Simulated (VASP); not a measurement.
HfO2: single point with PBE

HfO2:

```
Hf O
1.0
    -0.06725    2.49290    2.49290
     2.49290   -0.06725    2.49290
     2.49290    2.49290   -0.06725
Hf O
1 2
Cartesian
  0.0000 0.0000 0.0000
  1.2296 1.2296 1.2296
  3.6889 3.6889 3.6889
```

```
Program                : VASP 6.6.1
Task                   : single point
Functional             : PBE
Potentials or basis    : VASP PAW PBE potentials, release 64 (Hf_pv, O)
Cutoff                 : 520 eV
k mesh                 : 8 × 8 × 8
Occupations            : gaussian, width 0.05 eV
Spin                   : no spin polarisation
Dipole correction      : no
Further INCAR settings : ALGO = Normal; EDIFF = 1e-07; NBANDS = 18
```

* Pressure: 3.7 GPa
* Largest force: 0.412 eV/Å
* Band gap on the k mesh: 3.85 eV, direct

Forces in eV/Å, atoms in the order of the input:
```
Hf   0.000  0.000  0.000
O    0.238  0.238  0.238
O   -0.238 -0.238 -0.238
```

Stress tensor (GPa, compression positive):
```
3.66 3.01 3.01
3.01 3.66 3.01
3.01 3.01 3.66
```

Levels at points of the mesh, in eV from the valence-band top:
```tsv
k point	band 9	band 10	band 11	band 12	band 13	band 14
(0.00, 0.00, 0.00)	-0.63	-0.59	-0.59	3.92	3.92	5.92
(0.50, 0.00, 0.00)	-2.77	-1.88	-1.74	4.52	4.77	6.96
(0.50, 0.50, 0.00)	-1.72	-1.37	0.00	3.85	5.59	6.67
(0.50, 0.50, 0.50)	-2.66	-1.89	-1.89	4.76	4.76	7.48
```

It took 26 s on 1 thread of Intel(R) Xeon(R) Platinum 8488C (Sapphire Rapids) (shared host), peak memory 0.18 GiB.

Caveat: spin-orbit coupling is left out, which moves the levels of the heavy elements. PBE gaps usually lie below the measured ones, often by a third to a half.
